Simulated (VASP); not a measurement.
A run of VASP 6.6.1 is set up as follows.

File POSCAR:

```
K2S
1.0
    0.0000000000      3.7027186904      3.7027186904
    3.7027186904      0.0000000000      3.7027186904
    3.7027186904      3.7027186904      0.0000000000
K S
2 1
Direct
    0.2500000000      0.2500000000      0.2500000000
    0.7500000000      0.7500000000      0.7500000000
    0.0000000000      0.0000000000      0.0000000000
```

INCAR.step1

```
PREC     = Accurate       # precision mode
ENCUT    = 400            # plane-wave cutoff, eV
EDIFF    = 1E-5           # SCF threshold, eV
ISMEAR   = 0              # smearing method
SIGMA    = 0.01           # smearing width, eV
LREAL    = F              # projectors in reciprocal space
LASPH    = T              # aspherical terms in the spheres
NELM     = 120            # most SCF steps
ALGO     = Normal         # electronic algorithm
ISIF     = 2              # what is computed and relaxed
LWAVE    = T              # write WAVECAR
LCHARG   = F              # write CHGCAR
NBANDS   = 19             # bands
GGA      = PE             # functional
GGA_COMPAT= F
```

File INCAR.step2:

```
PREC     = Accurate       # precision mode
ENCUT    = 400            # plane-wave cutoff, eV
EDIFF    = 1E-6           # SCF threshold, eV
ISMEAR   = 0              # smearing method
SIGMA    = 0.01           # smearing width, eV
LREAL    = F              # projectors in reciprocal space
LASPH    = T              # aspherical terms in the spheres
NELM     = 120            # most SCF steps
ALGO     = Normal         # electronic algorithm
ISIF     = 2              # what is computed and relaxed
LWAVE    = F              # write WAVECAR
LCHARG   = F              # write CHGCAR
GGA      = PE             # functional
LHFCALC  = T              # exact exchange
HFSCREEN = 0.2079         # screening, 1/A
PRECFOCK = Normal       
NBANDS   = 19             # bands
ISTART   = 1            
GGA_COMPAT= F
```

The input KPOINTS:

```
Automatic mesh
0
Gamma
  4 4 4
```

Potentials or basis: VASP PAW PBE potentials, release 64 (K_sv, S).

Command:

```bash
$ cat potpaw_PBE.64/K_sv/POTCAR potpaw_PBE.64/S/POTCAR > POTCAR
$ cp INCAR.step1 INCAR
$ mpirun -np 1 vasp_std > vasp.out
$ cp INCAR.step2 INCAR
$ mpirun -np 1 vasp_std > vasp.out
```

Problem. Estimate the pressure.

Solution. 0.2 GPa.

Problem. Predict the band gap on the k mesh.

Solution. 3.31 eV (least direct gap 3.49 eV).

Caveat: the PAW data sets were made with another functional, which shifts forces and pressure a little. A k mesh can miss the band edges.
